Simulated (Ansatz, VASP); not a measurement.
NbIn2S3: VASP beside Ansatz

INCAR

```
PREC = Accurate
ENCUT = 520
EDIFF = 1E-6
ISMEAR = 0
SIGMA = 0.1
LREAL = F
LASPH = T
NELM = 150
ALGO = Normal
ISIF = 2
LWAVE = F
LCHARG = F
ISPIN = 2
MAGMOM = 1.03 0.01 0.01 0.1 0.1 0.07
LORBIT = 11
LMAXMIX = 4
GGA = PE
NBANDS = 42
```

File KPOINTS:

```
Automatic mesh
0
Gamma
  4 4 2
```

Contents of POSCAR:

```
NbIn2S3
1.0
    3.7524419600      0.0000000000      0.0000000000
    0.0000000000      3.7524419600      0.0000000000
    0.0000000000      0.0000000000      8.4161738600
Nb In S
1 2 3
Direct
    0.5000000000      0.5000000000      0.0000000000
    0.5000000000      0.0000000000      0.7344790700
    0.0000000000      0.5000000000      0.2655209300
    0.5000000000      0.0000000000      0.3861632900
    0.0000000000      0.5000000000      0.6138367100
    0.0000000000      0.0000000000      0.0000000000
```

Input for Ansatz:

```yaml
crystal:
  lattice:
    - [3.75244196, 0.0, 0.0]
    - [0.0, 3.75244196, 0.0]
    - [0.0, 0.0, 8.41617386]
  atoms:
    - { symbol: Nb, position: [0.5, 0.5, 0.0] }
    - { symbol: In, position: [0.5, 0.0, 0.73447907] }
    - { symbol: In, position: [0.0, 0.5, 0.26552093] }
    - { symbol: S, position: [0.5, 0.0, 0.38616329] }
    - { symbol: S, position: [0.0, 0.5, 0.61383671] }
    - { symbol: S, position: [0.0, 0.0, 0.0] }
basis:
  ecutwfc: 420
kpoints:
  mp_grid: { grid: [4, 4, 2] }
hamiltonian:
  xc: pbe
scf:
  occupations: { method: gaussian, width: 0.1 }
  lower_state_search: "off"
output:
  forces: true
  stress: true
  eigenvalues: true
  populations: true
magnetization:
  spin_polarized: true
```

Change from the starting cell: species swapped into the Hf2SiAs3 type (P-4m2, No. 115).

Alike in both runs: task single point; functional PBE; k mesh 4 × 4 × 2; occupations gaussian, width 0.1 eV; collinear spin.

|  | VASP | Ansatz |
| --- | --- | --- |
| version | VASP 6.6.1 | Ansatz 0.2.0 |
| potentials or method | VASP PAW PBE potentials, release 64 (Nb_sv, In_d, S), cutoff 520 eV | scalar-relativistic, plane waves, PAW |
| valence electrons in the cell | 57 | 57 |

|  | VASP | Ansatz | Ansatz less VASP |
| --- | --- | --- | --- |
| gap on the k mesh at the Fermi level (eV) | none | none | - |
| pressure (GPa) | -0.1 | 0.0 | +0.09 |
| traceless stress, the component that is largest in VASP (GPa) | 7.03 | 7.00 | -0.030 |
| rms of the force components (eV/Å) | 0.817 | 0.819 | +0.0017 |
| net moment per atom (μB) | 0.28 | 0.28 | 0.000 |
| size of the moment on the site where the two differ most (μB) | 1.04 | 0.94 | -0.099 |

Site moments also hang on the region over which each program counts them. Atom by atom the forces differ by 0.002 eV/Å (rms over components). A gap of «none» marks a metal or a gap that the smearing closes. Ansatz's warnings: no starting moments.

The k mesh is coarse, so the values compare programs but aren't converged.
